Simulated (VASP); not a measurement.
Here is a VASP 6.6.1 calculation.

Contents of INCAR:

```
PREC = Accurate
ENCUT = 630
EDIFF = 1E-6
ISMEAR = 0
SIGMA = 0.1
LREAL = F
LASPH = T
NELM = 120
ALGO = Normal
ISIF = 2
LWAVE = F
LCHARG = F
NBANDS = 26
GGA_COMPAT = F
```

Contents of KPOINTS:

```
Automatic mesh
0
Gamma
  7 7 6
```

The input POSCAR:

```
CdPd
1.0
    2.9827497063      0.0000000000      0.0000000000
    0.0000000000      2.9827497063      0.0000000000
    0.0000000000      0.0000000000      3.5772110529
Cd Pd
1 1
Direct
    0.0000000000      0.0000000000      0.0000000000
    0.5000000000      0.5000000000      0.5000000000
```

Potentials or basis: VASP PAW LDA potentials, release 64 (Cd_sv_GW, Pd_sv_GW).

Launch:

```console
$ cat potpaw_LDA.64/Cd_sv_GW/POTCAR potpaw_LDA.64/Pd_sv_GW/POTCAR > POTCAR
$ mpirun -np 1 vasp_std > vasp.out
```

Question: Estimate the pressure.

Answer: 0.2 GPa.

Question: Estimate the band gap on the k mesh.

Answer: Zero (bands 19 and 20 overlap by 5.04 eV).

Stress tensor (GPa, compression positive):
```
-0.36  0.00  0.00
 0.00 -0.36  0.00
 0.00  0.00  1.30
```
